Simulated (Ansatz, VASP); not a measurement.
# SrTiO3: VASP beside Ansatz

File INCAR:

```
ALGO = Normal
EDIFF = 1E-6
ENCUT = 520
GGA = PE
ISIF = 2
ISMEAR = 0
LASPH = T
LCHARG = F
LREAL = F
LWAVE = F
NBANDS = 28
NELM = 100
PREC = Accurate
SIGMA = 0.05
```

File KPOINTS:

```
k-points
0
Gamma
  8 8 8
```

Contents of POSCAR:

```
SrTiO3
1.0
    3.7986351078      0.0000000000      0.0000000000
    0.0000000000      3.7986351078      0.0000000000
    0.0000000000      0.0000000000      4.2119580988
Sr Ti O
1 1 3
Direct
    0.0013670509      0.0000000000      0.0000000000
    0.5064538458      0.5000000000      0.5000000000
   -0.0097550828      0.5000000000      0.5000000000
    0.4914796030      0.0000000000      0.5000000000
    0.4914796030      0.5000000000      0.0000000000
```

Input for Ansatz:

```yaml
crystal:
  lattice:
    - [3.7986351078, 0.0, 0.0]
    - [0.0, 3.7986351078, 0.0]
    - [0.0, 0.0, 4.2119580988]
  atoms:
    - { symbol: Sr, position: [0.0013670509, 0.0, 0.0] }
    - { symbol: Ti, position: [0.5064538458, 0.5, 0.5] }
    - { symbol: O, position: [-0.0097550828, 0.5, 0.5] }
    - { symbol: O, position: [0.491479603, 0.0, 0.5] }
    - { symbol: O, position: [0.491479603, 0.5, 0.0] }
basis:
  ecutwfc: 520.0
kpoints:
  mp_grid: { grid: [8, 8, 8] }
hamiltonian:
  xc: pbe
  pseudopotentials: { kind: paw, azcp: { folder: soft_1 } }
scf:
  occupations: { method: gaussian, width: 0.05 }
output:
  forces: true
  stress: true
  eigenvalues: true
  write_density: true
  write_potential: true
  elf: true
  volumetric_format: npy
```

Change from the starting cell: mode 1 frozen in at -0.038 Å, strain +e along z and -e/2 along x and y +0.0700.

Alike in both runs: task single point; functional PBE; k mesh 8 × 8 × 8; occupations gaussian, width 0.05 eV; no spin polarisation.

```csv
,VASP,Ansatz
version,VASP 6.6.1,Ansatz 0.2.0
potentials or method,"VASP PAW PBE potentials, release 64 (Sr_sv, Ti_sv, O), cutoff 520 eV","scalar-relativistic, plane waves, PAW"
valence electrons in the cell,40,40
```

Ansatz gave:

```
gap on the k mesh at the Fermi level (eV)                     : 1.71
least direct gap on the mesh (eV)                             : 2.21
pressure (GPa)                                                : 3.8
traceless stress, the component that is largest in VASP (GPa) : -13.69
rms of the force components (eV/Å)                            : 0.106
```

Which values does VASP return?

gap on the k mesh at the Fermi level (eV): 1.67; least direct gap on the mesh (eV): 2.18; pressure (GPa): 4.4; traceless stress, the component that is largest in VASP (GPa): -13.95; rms of the force components (eV/Å): 0.118.

Atom by atom the forces differ by 0.013 eV/Å (rms over components).
